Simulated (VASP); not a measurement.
# SiO2 (I4_122) in VASP: notebook

SiO2 is run at these levels: PBE+D4, PBE+D3(BJ), PBE; tasks: single point, relaxation of cell and atoms.

Everything below comes from runs of VASP 6.6.1. Logs are shortened: lines on timing, memory, paths and dates and some standing lists are left out, and cuts for length are marked.

## Step 1: The cell of the first run

Symmetry: I4_122, No. 98, tetragonal system. The conventional cell has a = 5.617 Å, b = 5.617 Å, c = 11.287 Å, α = 90.00°, β = 90.00°, γ = 90.00°. Within 2.2 Å of Si (site symmetry 2) lie 4 O at 1.62 to 1.64 Å. Within 2.2 Å of O (site symmetry 2) lie 2 Si at 1.62 Å. Within 2.2 Å of O (site symmetry 2) lie 2 Si at 1.64 Å.

## Step 2: Single point, PBE+D4

Input file INCAR:

```
SYSTEM = SiO2
ALGO     = Normal         ! electronic algorithm
EDIFF    = 1E-6           ! SCF threshold, eV
ENCUT    = 520            ! plane-wave cutoff, eV
GGA      = PE             ! functional
ISIF     = 2              ! what is computed and relaxed
ISMEAR   = -1             ! smearing method
IVDW     = 13             ! dispersion correction
LASPH    = .True.         ! aspherical terms in the spheres
LCHARG   = .False.        ! write CHGCAR
LREAL    = .False.        ! projectors in reciprocal space
LWAVE    = .False.        ! write WAVECAR
NBANDS   = 44             ! bands
NELM     = 80             ! most SCF steps
PREC     = Accurate       ! precision mode
SIGMA    = 0.05           ! smearing width, eV
```

Input file KPOINTS:

```
k-points
0
Gamma
  7 7 7
  0 0 0
```

Input file POSCAR:

```
SiO2
1.0
   -2.8086410142      2.8086410142      5.6434609834
    2.8086410142     -2.8086410142      5.6434609834
    2.8086410142      2.8086410142     -5.6434609834
Si O
4 8
Direct
    0.8750000000      0.2669387968      0.8919387968
    0.0169387968      0.6250000000      0.8919387968
    0.7330612032      0.1250000000      0.1080612032
    0.3750000000      0.9830612032      0.1080612032
    0.6350254991      0.1350254991      0.5000000000
    0.4634615172      0.9634615172      0.9269230344
    0.0365384828      0.5365384828      0.0730769656
    0.1149745009      0.1149745009      0.0000000000
    0.8850254991      0.8850254991      0.0000000000
    0.8649745009      0.3649745009      0.5000000000
    0.2865384828      0.7134615172      0.0000000000
    0.7134615172      0.2865384828      0.0000000000
```

Potentials or basis: VASP PAW PBE potentials, release 64 (Si, O).

Launch:

```console
> cat potpaw_PBE.64/Si/POTCAR potpaw_PBE.64/O/POTCAR > POTCAR
> mpirun -np 1 vasp_std > vasp.out
```

OUTCAR:

```text
SYSTEM = SiO2
   EDIFF = 1E-6
   ENCUT = 520
   GGA = PE
   ISIF = 2
   ISMEAR = -1
   IVDW = 13
   LASPH = .True.
   LREAL = .False.
   NELM = 80
   PREC = Accurate

 ion  position               nearest neighbor table
   1  0.875  0.267  0.892-   5 1.62   8 1.62   7 1.64  12 1.64   2 2.95   3 2.95
   2  0.017  0.625  0.892-   9 1.62  10 1.62  11 1.64   7 1.64   1 2.95   4 2.95
   3  0.733  0.125  0.108-   9 1.62  10 1.62   6 1.64  12 1.64   1 2.95   4 2.95
   4  0.375  0.983  0.108-   5 1.62   8 1.62  11 1.64   6 1.64   3 2.95   2 2.95
   5  0.635  0.135  0.500-   1 1.62   4 1.62
   6  0.463  0.963  0.927-   3 1.64   4 1.64
   7  0.037  0.537  0.073-   1 1.64   2 1.64
   8  0.115  0.115  0.000-   1 1.62   4 1.62
   9  0.885  0.885  0.000-   2 1.62   3 1.62
  10  0.865  0.365  0.500-   2 1.62   3 1.62
  11  0.287  0.713  0.000-   2 1.64   4 1.64
  12  0.713  0.287  0.000-   1 1.64   3 1.64

  LATTYP: Found a body centered tetragonal cell.
 ALAT       =     5.6172820284
 C/A-ratio  =     2.0093208619

  Lattice vectors:

 A1 = (  -2.8086410142,   2.8086410142,   5.6434609834)
 A2 = (   2.8086410142,  -2.8086410142,   5.6434609834)
 A3 = (   2.8086410142,   2.8086410142,  -5.6434609834)

Analysis of symmetry for initial positions (statically):
=====================================================================
 Subroutine PRICEL returns:
 Original cell was already a primitive cell.

 Routine SETGRP: Setting up the symmetry group for a
 body centered tetragonal supercell.

 Subroutine GETGRP returns: Found  8 space group operations
 (whereof  4 operations were pure point group operations)
 out of a pool of 16 trial point group operations.

The static configuration has the point symmetry D_2 .
 The point group associated with its full space group is D_4 .

Analysis of symmetry for dynamics (positions and initial velocities):
=====================================================================
 Subroutine PRICEL returns:
 Original cell was already a primitive cell.

 Routine SETGRP: Setting up the symmetry group for a
 body centered tetragonal supercell.

 Subroutine GETGRP returns: Found  8 space group operations
 (whereof  4 operations were pure point group operations)
 out of a pool of 16 trial point group operations.

The dynamic configuration has the point symmetry D_2 .
 The point group associated with its full space group is D_4 .

 Subroutine INISYM returns: Found  8 space group operations
 (whereof  4 operations are pure point group operations),
 and found     1 'primitive' translations

----------------------------------------------------------------------------------------

                                     Primitive cell

  volume of cell :     178.0730

  direct lattice vectors                    reciprocal lattice vectors
    -2.808641014  2.808641014  5.643460983     0.000000000  0.178022039  0.088598114
     2.808641014 -2.808641014  5.643460983     0.178022039  0.000000000  0.088598114
     2.808641014  2.808641014 -5.643460983     0.178022039  0.178022039  0.000000000

  length of vectors
     6.901128934  6.901128934  6.901128934     0.198850376  0.198850376  0.251761182

  position of ions in fractional coordinates (direct lattice)
     0.875000000  0.266938797  0.891938797
     0.016938797  0.625000000  0.891938797
     0.733061203  0.125000000  0.108061203
     0.375000000  0.983061203  0.108061203
     0.635025499  0.135025499  0.500000000
     0.463461517  0.963461517  0.926923034
     0.036538483  0.536538483  0.073076966
     0.114974501  0.114974501  0.000000000
     0.885025499  0.885025499  0.000000000
     0.864974501  0.364974501  0.500000000
     0.286538483  0.713461517  0.000000000
     0.713461517  0.286538483  0.000000000

  ion indices of the primitive-cell ions
   primitive index   ion index
                 1           1
                 2           2
                 3           3
                 4           4
                 5           5
                 6           6
                 7           7
                 8           8
                 9           9
                10          10
                11          11
                12          12

----------------------------------------------------------------------------------------

 KPOINTS: k-points

Automatic generation of k-mesh.
 Grid dimensions read from file:
 generate k-points for:    7    7    7

 Generating k-lattice:

  Cartesian coordinates                     Fractional coordinates (reciprocal lattice)
     0.000000000  0.025431720  0.012656873     0.142857143  0.000000000  0.000000000
     0.025431720  0.000000000  0.012656873     0.000000000  0.142857143  0.000000000
     0.025431720  0.025431720  0.000000000     0.000000000  0.000000000  0.142857143

  Length of vectors
     0.028407197  0.028407197  0.035965883

  Shift w.r.t. Gamma in fractional coordinates (k-lattice)
     0.000000000  0.000000000  0.000000000

 Subroutine IBZKPT returns following result:
 ===========================================

 Found     40 irreducible k-points:

 Following reciprocal coordinates:
            Coordinates               Weight
  0.000000  0.000000  0.000000      1.000000
  0.142857  0.000000 -0.000000      8.000000
  0.285714  0.000000  0.000000      8.000000
  0.428571  0.000000 -0.000000      8.000000
  0.142857  0.142857 -0.000000      8.000000
  0.285714  0.142857  0.000000     16.000000
[... 16 lines left out ...]
 -0.142857  0.285714  0.142857      8.000000
 -0.428571  0.428571  0.142857      8.000000
 [... further k-points ...]
   k-points           NKPTS =     40   k-points in BZ     NKDIM =     40   number of bands    NBANDS=     44
   number of dos      NEDOS =    301   number of ions     NIONS =     12
   total plane-waves  NPLWV = 157464
   dimension x,y,z NGX =    54 NGY =   54 NGZ =   54
   dimension x,y,z NGXF=   108 NGYF=  108 NGZF=  108
   ions per type =               4   8
   NGX,Y,Z   is equivalent  to a cutoff of  13.01, 13.01, 13.01 a.u.
   NGXF,Y,Z  is equivalent  to a cutoff of  26.02, 26.02, 26.02 a.u.
 SYSTEM =  SiO2
   PREC   = accura    normal or accurate (medium, high low for compatibility)
   ISTART =      0    job   : 0-new  1-cont  2-samecut
   ICHARG =      2    charge: 1-file 2-atom 10-const
   ISPIN  =      1    spin polarized calculation?
   LNONCOLLINEAR =      F non collinear calculations
   LSORBIT =      F    spin-orbit coupling
   LASPH  =      T    aspherical Exc in radial PAW
   ENCUT  =  520.0 eV  38.22 Ry    6.18 a.u.  12.83 12.83 12.83*2*pi/ulx,y,z
   NELM   =     80;   NELMIN=  2; NELMDL= -5     # of ELM steps
   EDIFF  = 0.1E-05   stopping-criterion for ELM
   LREAL  =      F    real-space projection
   EDIFFG = 0.1E-04   stopping-criterion for IOM
   NSW    =      0    number of steps for IOM
   IBRION =     -1    ionic relax: 0-MD 1-quasi-New 2-CG
   NFREE  =      0    steps in history (QN), initial steepest desc. (CG)
   ISIF   =      2    stress and relaxation
   ISYM   =      2    0-nonsym 1-usesym 2-fastsym
   POTIM  = 0.5000    time-step for ionic-motion
   TEBEG  =    0.0;   TEEND  =   0.0 temperature during run
   PSTRESS=    0.0 pullay stress
   NELECT =      64.0000    total number of electrons
   NUPDOWN=      -1.0000    fix difference up-down
   EMIN   =  10.00;   EMAX   =-10.00  energy-range for DOS
   EFERMI =   0.00;   METHOD = LEGACY
   ISMEAR =    -1;   SIGMA  =   0.05  broadening in eV -4-tet -1-fermi 0-gaus
   EFERMI_NEDOS =   21; number of points for ismear=-14 and -15
   IALGO  =     38    algorithm
   IMIX   =      4    mixing-type and parameters
     AMIX     =   0.40;   BMIX     =  1.00
     AMIX_MAG =   1.60;   BMIX_MAG =  1.00
  volume/ion in A,a.u.               =      14.84       100.14
  Fermi-wavevector in a.u.,A,eV,Ry     =   1.163953  2.199552 18.432995  1.354787
  Thomas-Fermi vector in A             =   2.300497
   LORBIT       =      0    0 simple, 1 ext, 2 COOP (PROOUT), +10 PAW based schemes
   GGA     = PE    functional components
   LHFCALC =     F    Hartree Fock is set to
   AEXX    =    0.0000 exact exchange contribution
   IVDW    =    13    specifies the selected vdW correction
   LEPSILON=     F    determine dielectric tensor
   LRPA    =     F    only Hartree local field effects (RPA)
 non-spin polarized calculation
  energy-cutoff  :      520.00
  volume of cell :      178.07
 maximum number of plane-waves:      4845
 NGX is ok and might be reduce to    54
   NGX = 25   NGY = 25   NGZ = 25

 number of electron      63.9999992 magnetization

 Free energy of the ion-electron system (eV)
  ---------------------------------------------------
  ext. energy  EPLUGINS =         0.00000000
  ---------------------------------------------------
  free energy    TOTEN  =       -93.16664528 eV

  energy without entropy =      -93.16664528  energy(sigma->0) =      -93.16664528

 E-fermi :   1.3821     XC(G=0):  -8.2278

 val. band max:        0.2912136662   @ k =   0.0000   0.0000   0.0000
 cond. band min:       5.1412785140   @ k =   0.0000   0.0000   0.0000
 fundamental gap:      4.8500648478
 Fermi energy:         1.3820781154

 k-point     1 :       0.0000    0.0000    0.0000
  band No.  band energies     occupation
      1     -19.4696      2.00000
      2     -18.1558      2.00000
      3     -17.9187      2.00000
      4     -17.9187      2.00000
      5     -17.6493      2.00000
      6     -17.5084      2.00000
[... 36 lines left out ...]
     43      10.9283      0.00000
     44      11.2634      0.00000
[... 1040 lines left out ...]
      4     -17.6941      2.00000
      5     -17.4771      2.00000
      6     -17.3299      2.00000
[... 36 lines left out ...]
     43      10.6669      0.00000
     44      11.0262      0.00000

 [... further k-points ...]

------------------------ aborting loop because EDIFF is reached ----------------------------------------

  DFT-D4 for vdW energy calculation

  Edisp (eV):   -1.70353

  FORCE on cell =-STRESS in cart. coord.  units (eV):
  Direction    XX          YY          ZZ          XY          YZ          ZX
  --------------------------------------------------------------------------------------
  -------------------------------------------------------------------------------------
  Total       0.04309     0.04309     0.36937     0.00000     0.00000     0.00000
  in kB       0.38770     0.38770     3.32334     0.00000     0.00000     0.00000
  external pressure =        1.37 kB  Pullay stress =        0.00 kB

 VOLUME and BASIS-vectors are now :
 -----------------------------------------------------------------------------
  energy-cutoff  :      520.00
  volume of cell :      178.07
      direct lattice vectors                 reciprocal lattice vectors
    -2.808641014  2.808641014  5.643460983     0.000000000  0.178022039  0.088598114
     2.808641014 -2.808641014  5.643460983     0.178022039  0.000000000  0.088598114
     2.808641014  2.808641014 -5.643460983     0.178022039  0.178022039  0.000000000

 POSITION                                       TOTAL-FORCE (eV/Angst)
 -----------------------------------------------------------------------------------
      0.79731      4.21296      1.41087         0.003672      0.000000     -0.000000
      4.21296      0.79731     -1.41087        -0.000000      0.003672     -0.000000
     -1.40432      2.01133      4.23260        -0.000000     -0.003672     -0.000000
      2.01133     -1.40432      7.05433        -0.003672      0.000000      0.000000
      0.00000      2.80864      1.52402        -0.000000      0.000000      0.002247
      4.00771      1.19907      2.82173        -0.006117     -0.006117     -0.000000
      1.60957     -1.19907      2.82173         0.006117      0.006117     -0.000000
      0.00000      0.00000      1.29771        -0.000000      0.000000     -0.002247
      0.00000      0.00000      9.98921        -0.000000      0.000000      0.002247
      0.00000      2.80864      4.11944        -0.000000      0.000000     -0.002247
      1.19907     -1.19907      5.64346        -0.006117      0.006117     -0.000000
     -1.19907      1.19907      5.64346         0.006117     -0.006117     -0.000000
 -----------------------------------------------------------------------------------
    total drift:                                0.000000     -0.000000     -0.000000

  FREE ENERGIE OF THE ION-ELECTRON SYSTEM (eV)
  ---------------------------------------------------
  free  energy   TOTEN  =       -94.8701718426 eV

  energy  without entropy=      -94.8701718426  energy(sigma->0) =      -94.87017184
```

It took 8.9 min on 1 thread of Oxide Virtual Turin-like, shared host; peak memory 0.48 GiB.

Results:

```yaml
Free_energy: -94.8702 eV
Pressure: 0.1 GPa
Largest_force: 0.009 eV/Å
Band_gap_on_the_k_mesh: 4.85 eV
Dispersion_energy_per_atom: -0.142 eV
```

Forces on the atoms (eV/Å):
```
Si   0.004  0.000  0.000
Si   0.000  0.004  0.000
Si   0.000 -0.004  0.000
Si  -0.004  0.000  0.000
O    0.000  0.000  0.002
O   -0.006 -0.006  0.000
O    0.006  0.006  0.000
O    0.000  0.000 -0.002
O    0.000  0.000  0.002
O    0.000  0.000 -0.002
O   -0.006  0.006  0.000
O    0.006 -0.006  0.000
```

A k mesh can miss the band edges.

## Step 3: Single point, PBE+D3(BJ)

Input file INCAR:

```
SYSTEM = SiO2
PREC = Accurate
ENCUT = 520
EDIFF = 1E-6
ISMEAR = -1
SIGMA = 0.05
LREAL = .FALSE.
LASPH = .TRUE.
NELM = 100
ALGO = Normal
ISIF = 2
LWAVE = .FALSE.
LCHARG = .FALSE.
GGA = PE
IVDW = 12
NBANDS = 44
```

Input file KPOINTS:

```
regular mesh
0
G
  7 7 7
  0 0 0
```

Input file POSCAR:

```
SiO2
1.0
   -2.8120619318      2.8120619318      5.6407792896
    2.8120619318     -2.8120619318      5.6407792896
    2.8120619318      2.8120619318     -5.6407792896
Si O
4 8
Direct
    0.8750000000      0.2665609069      0.8915609069
    0.0165609069      0.6250000000      0.8915609069
    0.7334390931      0.1250000000      0.1084390931
    0.3750000000      0.9834390931      0.1084390931
    0.6348913319      0.1348913319      0.5000000000
    0.4637856748      0.9637856748      0.9275713496
    0.0362143252      0.5362143252      0.0724286504
    0.1151086681      0.1151086681      0.0000000000
    0.8848913319      0.8848913319      0.0000000000
    0.8651086681      0.3651086681      0.5000000000
    0.2862143252      0.7137856748      0.0000000000
    0.7137856748      0.2862143252      0.0000000000
```

Potentials or basis: VASP PAW PBE potentials, release 64 (Si, O).

Launch:

```console
> cat potpaw_PBE.64/Si/POTCAR potpaw_PBE.64/O/POTCAR > POTCAR
> mpirun -np 1 vasp_std > vasp.out
```

It took 8.1 min on 1 thread of Oxide Virtual Turin-like, shared host; peak memory 0.47 GiB.

Results (log left out):

| Quantity | Value |
| --- | --- |
| Free energy | -94.5741 eV |
| Pressure | 0.1 GPa |
| Largest force | 0.008 eV/Å |
| Band gap on the k mesh | 4.85 eV |
| Dispersion energy per atom | -0.117 eV |

Forces on the atoms (eV/Å):
```
Si   0.005  0.000  0.000
Si   0.000  0.005  0.000
Si   0.000 -0.005  0.000
Si  -0.005  0.000  0.000
O    0.000  0.000  0.003
O   -0.005 -0.005  0.000
O    0.005  0.005  0.000
O    0.000  0.000 -0.003
O    0.000  0.000  0.003
O    0.000  0.000 -0.003
O   -0.005  0.005  0.000
O    0.005 -0.005  0.000
```

Stress tensor (GPa, compression positive):
```
0.04 0.00 0.00
0.00 0.04 0.00
0.00 0.00 0.31
```

Levels at points of the mesh, in eV from the valence-band top:
| k point | band 29 | band 30 | band 31 | band 32 | band 33 | band 34 | band 35 | band 36 |
| --- | --- | --- | --- | --- | --- | --- | --- | --- |
| (0.00, 0.00, 0.00) | -0.70 | -0.70 | -0.26 | 0.00 | 4.85 | 7.34 | 7.39 | 8.90 |

A k mesh can miss the band edges.

(Continued in part 2 of 2.)
